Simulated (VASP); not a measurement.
# Al2Ru (Fddd) in VASP: notebook, part 2 of 2

VASP 6.6.1. Earlier steps stand in the parts before.

## (3) Single point, r2SCAN

POSCAR

```
Al2Ru
1.0
    0.0000000000      3.9898374997      4.3915250777
    2.3524746913      0.0000000000      4.3915250777
    2.3524746913      3.9898374997      0.0000000000
Al Ru
4 2
Direct
    0.0790610300      0.4209389700      0.0790610300
    0.4209389700      0.0790610300      0.4209389700
    0.1709389700      0.8290610300      0.1709389700
    0.8290610300      0.1709389700      0.8290610300
    0.7500000000      0.7500000000      0.7500000000
    0.5000000000      0.5000000000      0.5000000000
```

INCAR.step1

```
SYSTEM = Al2Ru
  PREC = Accurate
  ENCUT = 520
  ISMEAR = 0
  SIGMA = 0.04
  LREAL = .FALSE.
  LASPH = .TRUE.
  NELM = 80
  NBANDS = 29
  GGA = PE
  ALGO = Normal
  EDIFF = 1E-4
  LWAVE = .TRUE.
  LCHARG = .FALSE.
```

INCAR.step2

```
SYSTEM = Al2Ru
  PREC = Accurate
  ENCUT = 520
  EDIFF = 1E-6
  ISMEAR = 0
  SIGMA = 0.04
  LREAL = .FALSE.
  LASPH = .TRUE.
  NELM = 80
  ALGO = Normal
  ISIF = 2
  LWAVE = .FALSE.
  LCHARG = .TRUE.
  METAGGA = R2SCAN
  LMIXTAU = .TRUE.
  LELF = .TRUE.
  LVHAR = .TRUE.
  NBANDS = 29
  ISTART = 1
```

KPOINTS

```
Automatic mesh
0
G
  10 10 10
  0 0 0
```

Potentials or basis: VASP PAW PBE potentials, release 64 (Al, Ru_pv).

Command:

```bash
$ cat potpaw_PBE.64/Al/POTCAR potpaw_PBE.64/Ru_pv/POTCAR > POTCAR
$ cp INCAR.step1 INCAR
$ mpirun -np 1 vasp_std > vasp.out
$ cp INCAR.step2 INCAR
$ mpirun -np 1 vasp_std > vasp.out
```

OUTCAR:

```text
SYSTEM = Al2Ru
   PREC = Accurate
   ENCUT = 520
   EDIFF = 1E-6
   ISMEAR = 0
   LREAL = .FALSE.
   LASPH = .TRUE.
   NELM = 80
   ISIF = 2
   METAGGA = R2SCAN
   ISTART = 1

 ion  position               nearest neighbor table
   1  0.079  0.421  0.079-   6 2.57   6 2.57   3 2.60   3 2.60   5 2.63   2 2.67   2 2.67   5 2.72
                             5 2.72   2 2.73   4 3.19   4 3.19   4 3.19   4 3.19
   2  0.421  0.079  0.421-   6 2.57   6 2.57   4 2.60   4 2.60   5 2.63   1 2.67   1 2.67   5 2.72
                             5 2.72   1 2.73   3 3.19   3 3.19   3 3.19   3 3.19
   3  0.171  0.829  0.171-   5 2.57   5 2.57   1 2.60   1 2.60   6 2.63   4 2.67   4 2.67   6 2.72
                             6 2.72   4 2.73   2 3.19   2 3.19   2 3.19   2 3.19
   4  0.829  0.171  0.829-   5 2.57   5 2.57   2 2.60   2 2.60   6 2.63   3 2.67   3 2.67   6 2.72
                             6 2.72   3 2.73   1 3.19   1 3.19   1 3.19   1 3.19
   5  0.750  0.750  0.750-   4 2.57   3 2.57   4 2.57   3 2.57   1 2.63   2 2.63   2 2.72   2 2.72
                             1 2.72   1 2.72   6 3.19   6 3.19   6 3.19   6 3.19
   6  0.500  0.500  0.500-   1 2.57   2 2.57   1 2.57   2 2.57   3 2.63   4 2.63   3 2.72   3 2.72
                             4 2.72   4 2.72   5 3.19   5 3.19   5 3.19   5 3.19

  LATTYP: Found a face centered orthorhombic cell.
 ALAT       =     4.7049493826
 B/A-ratio  =     1.6960171833
 C/A-ratio  =     1.8667682564

  Lattice vectors:

 A1 = (   0.0000000000,   3.9898374997,   4.3915250777)
 A2 = (   2.3524746913,   0.0000000000,   4.3915250777)
 A3 = (   2.3524746913,   3.9898374997,   0.0000000000)

Analysis of symmetry for initial positions (statically):
=====================================================================
 Subroutine PRICEL returns:
 Original cell was already a primitive cell.

 Routine SETGRP: Setting up the symmetry group for a
 face centered orthorhombic supercell.

 Subroutine GETGRP returns: Found  8 space group operations
 (whereof  4 operations were pure point group operations)
 out of a pool of  8 trial point group operations.

The static configuration has the point symmetry D_2 .
 The point group associated with its full space group is D_2h.

Analysis of symmetry for dynamics (positions and initial velocities):
[... 146 lines left out ...]
   LHFCALC =     F    Hartree Fock is set to
   AEXX    =    0.0000 exact exchange contribution
   IVDW    =     0    specifies the selected vdW correction
   LEPSILON=     F    determine dielectric tensor
   LRPA    =     F    only Hartree local field effects (RPA)
 non-spin polarized calculation
 Gauss-broadening in eV      SIGMA  =   0.04
  energy-cutoff  :      520.00
  volume of cell :       82.44
 maximum number of plane-waves:      2240
 NGX is ok and might be reduce to    48
   NGX = 23   NGY = 19   NGZ = 17

 number of electron      40.0000001 magnetization

 Free energy of the ion-electron system (eV)
  ---------------------------------------------------
  ext. energy  EPLUGINS =         0.00000000
  ---------------------------------------------------
  free energy    TOTEN  =       -82.46840683 eV

  energy without entropy =      -82.46840641  energy(sigma->0) =      -82.46840662

 E-fermi :  10.7066     XC(G=0): -12.8427

 val. band max:       10.6195716552   @ k =   0.0000   0.0000   0.0000
 cond. band min:      10.7995201907   @ k =   0.0000   0.3000   0.3000
 fundamental gap:      0.1799485354
 Fermi energy:        10.7065836471

 k-point     1 :       0.0000    0.0000    0.0000
  band No.  band energies     occupation
      1     -33.4846      2.00000
      2     -33.3991      2.00000
      3     -33.3903      2.00000
      4     -33.3334      2.00000
      5     -33.3253      2.00000
      6     -33.3215      2.00000
[... 757 lines left out ...]
     28      15.8691      0.00000
     29      17.0113      0.00000

 [... further k-points ...]

------------------------ aborting loop because EDIFF is reached ----------------------------------------

  FORCE on cell =-STRESS in cart. coord.  units (eV):
  Direction    XX          YY          ZZ          XY          YZ          ZX
  --------------------------------------------------------------------------------------
  -------------------------------------------------------------------------------------
  Total       -0.0217326     -0.0543933     -0.0297284      0.0000000      0.0000000      0.0000000
  in kB       -0.4223734     -1.0571344     -0.5777723      0.0000000      0.0000000      0.0000000
  external PRESSURE =      -0.6857600 kB  Pullay stress =       0.0000000 kB

 VOLUME and BASIS-vectors are now :
 -----------------------------------------------------------------------------
  energy-cutoff  :      520.00
  volume of cell :       82.44
      direct lattice vectors                 reciprocal lattice vectors
     0.000000000  3.989837500  4.391525078    -0.212542138  0.125318387  0.113855663
     2.352474691  0.000000000  4.391525078     0.212542138 -0.125318387  0.113855663
     2.352474691  3.989837500  0.000000000     0.212542138  0.125318387 -0.113855663

 POSITION                                       TOTAL-FORCE (eV/Angst)
 -----------------------------------------------------------------------------------
      1.17624      0.63088      2.19576         0.000000      0.005312     -0.000000
      1.17624      3.35896      2.19576         0.000000     -0.005312     -0.000000
      2.35247      1.36404      4.39153        -0.000000     -0.005312      0.000000
      2.35247      6.61564      4.39153        -0.000000      0.005312      0.000000
      3.52871      5.98476      6.58729         0.000000      0.000000      0.000000
      2.35247      3.98984      4.39153        -0.000000      0.000000     -0.000000
 -----------------------------------------------------------------------------------
    total drift:                               -0.000000     -0.000000     -0.000000

  FREE ENERGIE OF THE ION-ELECTRON SYSTEM (eV)
  ---------------------------------------------------
  free  energy   TOTEN  =       -82.4684068258 eV

  energy  without entropy=      -82.4684064146  energy(sigma->0) =      -82.46840662
```

OUTCAR.step1:

```text
SYSTEM = Al2Ru
   PREC = Accurate
   ENCUT = 520
   ISMEAR = 0
   LREAL = .FALSE.
   LASPH = .TRUE.
[... 1015 lines left out ...]
      2.35247      6.61564      4.39153         0.000000      0.028062      0.000000
      3.52871      5.98476      6.58729        -0.000000     -0.000000     -0.000000
      2.35247      3.98984      4.39153         0.000000     -0.000000      0.000000
 -----------------------------------------------------------------------------------
    total drift:                               -0.000000     -0.000000     -0.000000

  FREE ENERGIE OF THE ION-ELECTRON SYSTEM (eV)
  ---------------------------------------------------
  free  energy   TOTEN  =       -37.5956653839 eV

  energy  without entropy=      -37.5956463374  energy(sigma->0) =      -37.59565586
```

Run time: 13 min. Hardware: 1 thread of Intel Xeon 6975P-C (Granite Rapids), shared host; peak memory 0.51 GiB.

What came out:

```
Free energy   : -82.4684 eV
Pressure      : -0.1 GPa
Largest force : 0.005 eV/Å
```

Forces in eV/Å, atoms in the order of the input:
```
Al   0.000  0.005  0.000
Al   0.000 -0.005  0.000
Al   0.000 -0.005  0.000
Al   0.000  0.005  0.000
Ru   0.000  0.000  0.000
Ru   0.000  0.000  0.000
```

Levels at points of the mesh, in eV from the Fermi level:
```csv
k point,band 18,band 19,band 20,band 21,band 22,band 23
"(0.00, 0.00, 0.00)",-1.43,-1.31,-0.09,1.76,2.28,2.43
"(0.50, 0.00, 0.00)",-2.30,-1.27,-1.04,0.33,0.72,1.96
"(0.50, 0.50, 0.00)",-1.74,-1.46,-1.46,2.28,2.28,2.59
"(0.50, 0.00, 0.50)",-2.52,-1.61,-1.61,1.79,1.79,2.56
"(0.00, 0.50, 0.50)",-2.70,-1.39,-1.39,0.34,0.34,4.80
```

Caveat: the PAW data sets were made with another functional, which shifts forces and pressure a little.

## (4) Single point, r2SCAN

POSCAR is that of step 3.

INCAR.step1

```
SYSTEM = Al2Ru
PREC = Accurate
ENCUT = 520
ISMEAR = 0
SIGMA = 0.01
LREAL = .FALSE.
LASPH = .TRUE.
NELM = 60
NBANDS = 29
GGA = PE
ALGO = Normal
EDIFF = 1E-4
LWAVE = .TRUE.
LCHARG = .FALSE.
```

INCAR.step2

```
SYSTEM = Al2Ru
PREC = Accurate
ENCUT = 520
EDIFF = 1E-6
ISMEAR = 0
SIGMA = 0.01
LREAL = .FALSE.
LASPH = .TRUE.
NELM = 60
ALGO = Normal
ISIF = 2
LWAVE = .FALSE.
LCHARG = .FALSE.
METAGGA = R2SCAN
LMIXTAU = .TRUE.
NBANDS = 29
ISTART = 1
```

KPOINTS

```
regular mesh
0
G
  12 12 12
  0 0 0
```

Potentials or basis: VASP PAW PBE potentials, release 64 (Al, Ru_pv).

Command:

```bash
$ cat potpaw_PBE.64/Al/POTCAR potpaw_PBE.64/Ru_pv/POTCAR > POTCAR
$ cp INCAR.step1 INCAR
$ mpirun -np 1 vasp_std > vasp.out
$ cp INCAR.step2 INCAR
$ mpirun -np 1 vasp_std > vasp.out
```

OUTCAR:

```text
SYSTEM = Al2Ru
   PREC = Accurate
   ENCUT = 520
   EDIFF = 1E-6
   ISMEAR = 0
   LREAL = .FALSE.
   LASPH = .TRUE.
   NELM = 60
   ISIF = 2
   METAGGA = R2SCAN
   ISTART = 1

 ion  position               nearest neighbor table
   1  0.079  0.421  0.079-   6 2.57   6 2.57   3 2.60   3 2.60   5 2.63   2 2.67   2 2.67   5 2.72
                             5 2.72   2 2.73   4 3.19   4 3.19   4 3.19   4 3.19
   2  0.421  0.079  0.421-   6 2.57   6 2.57   4 2.60   4 2.60   5 2.63   1 2.67   1 2.67   5 2.72
                             5 2.72   1 2.73   3 3.19   3 3.19   3 3.19   3 3.19
   3  0.171  0.829  0.171-   5 2.57   5 2.57   1 2.60   1 2.60   6 2.63   4 2.67   4 2.67   6 2.72
                             6 2.72   4 2.73   2 3.19   2 3.19   2 3.19   2 3.19
   4  0.829  0.171  0.829-   5 2.57   5 2.57   2 2.60   2 2.60   6 2.63   3 2.67   3 2.67   6 2.72
                             6 2.72   3 2.73   1 3.19   1 3.19   1 3.19   1 3.19
   5  0.750  0.750  0.750-   4 2.57   3 2.57   4 2.57   3 2.57   1 2.63   2 2.63   2 2.72   2 2.72
                             1 2.72   1 2.72   6 3.19   6 3.19   6 3.19   6 3.19
   6  0.500  0.500  0.500-   1 2.57   2 2.57   1 2.57   2 2.57   3 2.63   4 2.63   3 2.72   3 2.72
                             4 2.72   4 2.72   5 3.19   5 3.19   5 3.19   5 3.19

  LATTYP: Found a face centered orthorhombic cell.
 ALAT       =     4.7049493826
 B/A-ratio  =     1.6960171833
 C/A-ratio  =     1.8667682564

  Lattice vectors:

 A1 = (   0.0000000000,   3.9898374997,   4.3915250777)
 A2 = (   2.3524746913,   0.0000000000,   4.3915250777)
 A3 = (   2.3524746913,   3.9898374997,   0.0000000000)

Analysis of symmetry for initial positions (statically):
=====================================================================
 Subroutine PRICEL returns:
 Original cell was already a primitive cell.

 Routine SETGRP: Setting up the symmetry group for a
 face centered orthorhombic supercell.

 Subroutine GETGRP returns: Found  8 space group operations
 (whereof  4 operations were pure point group operations)
 out of a pool of  8 trial point group operations.

The static configuration has the point symmetry D_2 .
 The point group associated with its full space group is D_2h.

Analysis of symmetry for dynamics (positions and initial velocities):
[... 142 lines left out ...]
  Fermi-wavevector in a.u.,A,eV,Ry     =   1.286430  2.431001 22.516327  1.654903
  Thomas-Fermi vector in A             =   2.418505
   LORBIT       =      0    0 simple, 1 ext, 2 COOP (PROOUT), +10 PAW based schemes
   METAGGA = R2SCAN    functional components
   LHFCALC =     F    Hartree Fock is set to
   AEXX    =    0.0000 exact exchange contribution
   IVDW    =     0    specifies the selected vdW correction
   LEPSILON=     F    determine dielectric tensor
   LRPA    =     F    only Hartree local field effects (RPA)
 non-spin polarized calculation
 Gauss-broadening in eV      SIGMA  =   0.01
  energy-cutoff  :      520.00
  volume of cell :       82.44
 maximum number of plane-waves:      2244
 NGX is ok and might be reduce to    48
   NGX = 23   NGY = 19   NGZ = 17

 number of electron      40.0000001 magnetization

 Free energy of the ion-electron system (eV)
  ---------------------------------------------------
  ext. energy  EPLUGINS =         0.00000000
  ---------------------------------------------------
  free energy    TOTEN  =       -82.46841157 eV

  energy without entropy =      -82.46841157  energy(sigma->0) =      -82.46841157

 E-fermi :  10.6703     XC(G=0): -12.8427

 val. band max:       10.6195731912   @ k =   0.0000   0.0000   0.0000
 cond. band min:      10.7932167772   @ k =   0.0000   0.3333   0.3333
 fundamental gap:      0.1736435860
 Fermi energy:        10.6702784083

 k-point     1 :       0.0000    0.0000    0.0000
  band No.  band energies     occupation
      1     -33.4846      2.00000
      2     -33.3991      2.00000
      3     -33.3903      2.00000
      4     -33.3334      2.00000
      5     -33.3253      2.00000
      6     -33.3215      2.00000
[... 757 lines left out ...]
     28      17.3666      0.00000
     29      18.0221      0.00000

 [... further k-points ...]
[... 5 lines left out ...]
  --------------------------------------------------------------------------------------
  -------------------------------------------------------------------------------------
  Total       -0.0218108     -0.0543893     -0.0297456      0.0000000      0.0000000      0.0000000
  in kB       -0.4238930     -1.0570570     -0.5781062      0.0000000      0.0000000      0.0000000
  external PRESSURE =      -0.6863520 kB  Pullay stress =       0.0000000 kB

 VOLUME and BASIS-vectors are now :
 -----------------------------------------------------------------------------
  energy-cutoff  :      520.00
  volume of cell :       82.44
      direct lattice vectors                 reciprocal lattice vectors
     0.000000000  3.989837500  4.391525078    -0.212542138  0.125318387  0.113855663
     2.352474691  0.000000000  4.391525078     0.212542138 -0.125318387  0.113855663
     2.352474691  3.989837500  0.000000000     0.212542138  0.125318387 -0.113855663

 POSITION                                       TOTAL-FORCE (eV/Angst)
 -----------------------------------------------------------------------------------
      1.17624      0.63088      2.19576         0.000000      0.005310      0.000000
      1.17624      3.35896      2.19576         0.000000     -0.005310      0.000000
      2.35247      1.36404      4.39153         0.000000     -0.005310     -0.000000
      2.35247      6.61564      4.39153         0.000000      0.005310     -0.000000
      3.52871      5.98476      6.58729         0.000000      0.000000      0.000000
      2.35247      3.98984      4.39153         0.000000     -0.000000     -0.000000
 -----------------------------------------------------------------------------------
    total drift:                               -0.000000     -0.000000     -0.000000

  FREE ENERGIE OF THE ION-ELECTRON SYSTEM (eV)
  ---------------------------------------------------
  free  energy   TOTEN  =       -82.4684115678 eV

  energy  without entropy=      -82.4684115678  energy(sigma->0) =      -82.46841157
```

Wall time 62 min (1 thread of Oxide Virtual Turin-like, shared host); peak memory 0.63 GiB.

What came out:

| Item | Value |
| --- | --- |
| Free energy | -82.4684 eV |
| Pressure | -0.1 GPa |
| Largest force | 0.005 eV/Å |

Forces on the atoms (eV/Å):
```
Al   0.000  0.005  0.000
Al   0.000 -0.005  0.000
Al   0.000 -0.005  0.000
Al   0.000  0.005  0.000
Ru   0.000  0.000  0.000
Ru   0.000  0.000  0.000
```

Caveat: the PAW data sets were made with another functional, which shifts forces and pressure a little.

## (5) The runs side by side

```csv
k mesh,smearing,pressure (GPa),largest force (eV/Å)
10 × 10 × 10,fermi-dirac 0.03 eV,-0.1,0.01
10 × 10 × 10,gaussian 0.04 eV,-0.1,0.01
12 × 12 × 12,gaussian 0.01 eV,-0.1,0.01
```

Alike in all rows: task single point; level r2SCAN; potentials or basis VASP PAW PBE potentials, release 64 (Al, Ru_pv); no spin polarisation; cell as given; cutoff (eV) 520.

Caveats: the PAW data sets were made with another functional, which shifts forces and pressure a little.

Absolute energies hang on the potentials; compare differences alone.
